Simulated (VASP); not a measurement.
The system is Mg.

```xyz
1
Lattice="2.8624 0.0000 0.0000 0.0000 2.8624 0.0000 0.0000 0.0000 2.8624" Properties=species:S:1:pos:R:3 pbc="T T T"
Mg    0.0000    0.0000    0.0000
```

| Quantity | Value |
| --- | --- |
| Program | VASP 6.6.1 |
| Task | relaxation of cell and atoms |
| Functional | PBEsol |
| Potentials or basis | VASP PAW PBE potentials, release 64 (Mg) |
| Cutoff | 600 eV |
| k mesh | 6 × 6 × 6 |
| Occupations | gaussian, width 0.1 eV |
| Spin | no spin polarisation |

At the start: pressure 4.3 GPa; volume 23.45 Å³/atom.

Question: How do energy, volume and symmetry change on relaxing?

Answer: Over 4 steps the energy falls by 50.5 meV/atom and the volume is 27.37 Å³/atom (+16.7 %); space group Pm-3m (No. 221, to 0.05 Å).

Step by step:
| step | energy change (eV) | largest force (eV/Å) | pressure (GPa) | volume (Å³) |
| --- | --- | --- | --- | --- |
| 1 | 0.0000 | 0.0000 | 4.29 | 23.45 |
| 2 | -0.0414 | 0.0000 | 1.78 | 25.65 |
| 3 | -0.0502 | 0.0000 | -0.28 | 27.66 |
| 4 | -0.0505 | 0.0000 | -0.02 | 27.37 |

Final structure:
```xyz
1
Lattice="3.0135 0.0000 0.0000 0.0000 3.0135 0.0000 0.0000 0.0000 3.0135" Properties=species:S:1:pos:R:3 pbc="T T T"
Mg    0.0000    0.0000    0.0000
```

Caveat: the k points lie up to 0.35 Å⁻¹ apart in the final cell; the volume moved by over 15 % at a fixed basis, so the end points are rough; the PAW data sets were made with another functional, which shifts forces and pressure a little.
